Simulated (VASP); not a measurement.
Wanted: the native input for a VASP 6.6.1 run.

```
Task                   : single point
Functional             : r2SCAN
Potentials or basis    : VASP PAW PBE potentials, release 64 (Ga_d, N)
Cutoff                 : 520 eV
k mesh                 : 10 × 10 × 10
Occupations            : gaussian, width 0.01 eV
Spin                   : non-collinear spin, zero start, spin-orbit coupling
Starting moments       : [[0.0, 0.0, 0.0], [0.0, 0.0, 0.0]] μB
Dipole correction      : no
Further INCAR settings : ALGO = Normal; EDIFF = 1e-06; NBANDS = 30
```

Crystal: GaN.

```xyz
2
Lattice="0.0000 2.2714 2.2244 2.2714 0.0000 2.2244 2.2714 2.2714 0.0000" Properties=species:S:1:pos:R:3 pbc="T T T"
Ga    0.0000    0.0000    0.0000
N     1.1357    1.1357    1.1122
```

This cell differs from its parent crystal: epitaxial xy strain +1.0%.

The input as run:

POSCAR

```
GaN
1.0
    0.0000000000      2.2714420665      2.2244082653
    2.2714420665      0.0000000000      2.2244082653
    2.2714420665      2.2714420665      0.0000000000
Ga N
1 1
Direct
    0.0000000000      0.0000000000      0.0000000000
    0.2500000000      0.2500000000      0.2500000000
```

INCAR.step1

```
ALGO = Normal
EDIFF = 1E-4
ENCUT = 520
GGA = PE
GGA_COMPAT = F
ISMEAR = 0
LASPH = T
LCHARG = F
LNONCOLLINEAR = T
LREAL = F
LSORBIT = T
LWAVE = T
MAGMOM = 0 0 0 0 0 0
NBANDS = 30
NELM = 150
PREC = Accurate
SIGMA = 0.01
```

INCAR.step2

```
ALGO = Normal
EDIFF = 1E-6
ENCUT = 520
GGA_COMPAT = F
ISIF = 2
ISMEAR = 0
ISTART = 1
LASPH = T
LCHARG = T
LMIXTAU = T
LNONCOLLINEAR = T
LORBIT = 11
LORBMOM = T
LREAL = F
LSORBIT = T
LVHAR = T
LWAVE = F
MAGMOM = 0 0 0 0 0 0
METAGGA = R2SCAN
NBANDS = 30
NELM = 150
PREC = Accurate
SIGMA = 0.01
```

KPOINTS

```
k-points
0
Gamma
  10 10 10
```

Potentials or basis: VASP PAW PBE potentials, release 64 (Ga_d, N).

Launch:

```console
$ cat potpaw_PBE.64/Ga_d/POTCAR potpaw_PBE.64/N/POTCAR > POTCAR
$ cp INCAR.step1 INCAR
$ mpirun -np 1 vasp_ncl > vasp.out
$ cp INCAR.step2 INCAR
$ mpirun -np 1 vasp_ncl > vasp.out
```

It gave:

The pressure is -0.7 GPa. The net moment is 0.00 μB per cell and the valence electrons inside the program's atomic spheres are Ga 11.82; N 3.77.

Caveat: the cell differs from its parent crystal (epitaxial xy strain +1.0%); the PAW data sets were made with another functional, which shifts forces and pressure a little.

Wall time 14 min on 1 thread of Intel(R) Xeon(R) 6975P-C (Granite Rapids), with other jobs on the host, peak memory 0.32 GiB.
